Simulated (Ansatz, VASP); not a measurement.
Two plane-wave programs on Au

Contents of INCAR:

```
SYSTEM = Au
ALGO = Normal
EDIFF = 1E-7
EDIFFG = -0.01
ENCUT = 500
GGA = PS
GGA_COMPAT = .False.
IBRION = 2
ISIF = 3
ISMEAR = -1
LASPH = .True.
LCHARG = .False.
LREAL = .False.
LWAVE = .False.
NELM = 120
NELMIN = 4
NSW = 80
PREC = Accurate
SIGMA = 0.1
```

File KPOINTS:

```
k-points
0
Gamma
  13 13 13
  0 0 0
```

Contents of POSCAR:

```
Au
1.0
    0.0000000000      2.0391200000      2.0391200000
    2.0391200000      0.0000000000      2.0391200000
    2.0391200000      2.0391200000      0.0000000000
Au
1
Direct
    0.0000000000      0.0000000000      0.0000000000
```

Input for Ansatz:

```yaml
crystal:
  lattice:
    - [0.0, 2.03912, 2.03912]
    - [2.03912, 0.0, 2.03912]
    - [2.03912, 2.03912, 0.0]
  atoms:
    - { symbol: Au, position: [0.0, 0.0, 0.0] }
hamiltonian:
  xc: pbesol
  pseudopotentials:
    kind: paw
    azcp:
      Au: "pseudopotentials/Au.paw.azcp"
basis:
  ecutwfc: 420
  fft_grid_basis: typed
kpoints:
  mp_grid: { grid: [13, 13, 13], shift: [0, 0, 0] }
magnetization:
  spin_polarized: false
scf:
  occupations: { method: fermi_dirac, width: 0.1 }
relax:
  max_steps: 60
  f_tol: 0.01
  cell: {}
```

Alike in both runs: task relaxation of cell and atoms; functional PBEsol; k mesh 13 × 13 × 13; occupations fermi-dirac, width 0.1 eV; no spin polarisation.

```csv
,VASP,Ansatz
version,VASP 6.6.1,Ansatz 0.2.0
potentials or method,"VASP PAW PBE potentials, release 64 (Au), cutoff 500 eV","plane waves (420 eV) with PAW, scalar-relativistic"
valence electrons in the cell,11,19
```

Ansatz gave:

| Quantity | Value |
| --- | --- |
| relaxed volume (Å³/atom) | 17.00 |
| relaxed length of the cell vector where the two differ most in proportion (Å) | 2.886 |

**Question.** What did VASP give for the same quantities?

**Answer.** Relaxed volume (Å³/atom): 16.97; relaxed length of the cell vector where the two differ most in proportion (Å): 2.884.

VASP's potentials were made for PBE, not for PBEsol, and Ansatz warns of the same on its side. VASP's potentials hold 11 valence electrons a cell and Ansatz's 19, so a difference there can come from the potentials and not from the codes.

Spin-orbit coupling is off throughout.
